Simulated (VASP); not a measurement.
**BeAs2C: single point with r2SCAN**

BeAs2C:

```xyz
4
Lattice="3.4247 0.0000 0.0000 0.0000 3.4247 0.0000 0.0000 0.0000 4.8969" Properties=species:S:1:pos:R:3 pbc="T T T"
Be    0.0000    0.0000    0.0000
As    0.0000    1.7124    1.2760
As    1.7124    0.0000    3.6209
C     1.7124    1.7124    2.4484
```

```json
{
 "Program": "VASP 6.6.1",
 "Task": "single point",
 "Functional": "r2SCAN",
 "Potentials or basis": "VASP PAW PBE potentials, release 64 (Be, As, C)",
 "Cutoff": "660 eV",
 "k mesh": "4 × 4 × 2",
 "Occupations": "fermi-dirac, width 0.02 eV",
 "Spin": "no spin polarisation"
}
```

```
Pressure               : 1.6 GPa
Largest force          : 0.236 eV/Å
Band gap on the k mesh : zero (bands 8 and 9 overlap by 0.51 eV)
```

Forces in eV/Å, atoms in the order of the input:
```
Be   0.000  0.000  0.000
As   0.000  0.000  0.236
As   0.000  0.000 -0.236
C    0.000  0.000  0.000
```

Stress tensor (GPa, compression positive):
```
1.86 0.00 0.00
0.00 1.86 0.00
0.00 0.00 1.11
```

Levels at points of the mesh, in eV from the Fermi level:
```
           k point  band 6  band 7  band 8  band 9  band 10  band 11
(0.00, 0.00, 0.00)   -0.87   -0.49    0.31    0.31     1.43     3.27
(0.50, 0.00, 0.00)   -4.86   -3.88   -0.56    1.38     4.39     4.97
(0.50, 0.50, 0.00)   -4.37   -4.37   -3.00    0.19     1.71     1.71
(0.00, 0.00, 0.50)   -3.69   -1.31   -1.31    0.63     0.92     4.96
(0.50, 0.00, 0.50)   -2.72   -1.71   -0.38   -0.20     4.08     4.26
(0.50, 0.50, 0.50)   -5.28   -4.98   -4.90    3.78     4.77     5.28
```

It took 67 s on 1 thread of Intel Xeon 8259CL, on a shared host, peak memory 0.2 GiB.

Caveat: the k points lie up to 0.64 Å⁻¹ apart, too coarse for converged energies and pressures of a metal; the PAW data sets were made with another functional, which shifts forces and pressure a little.
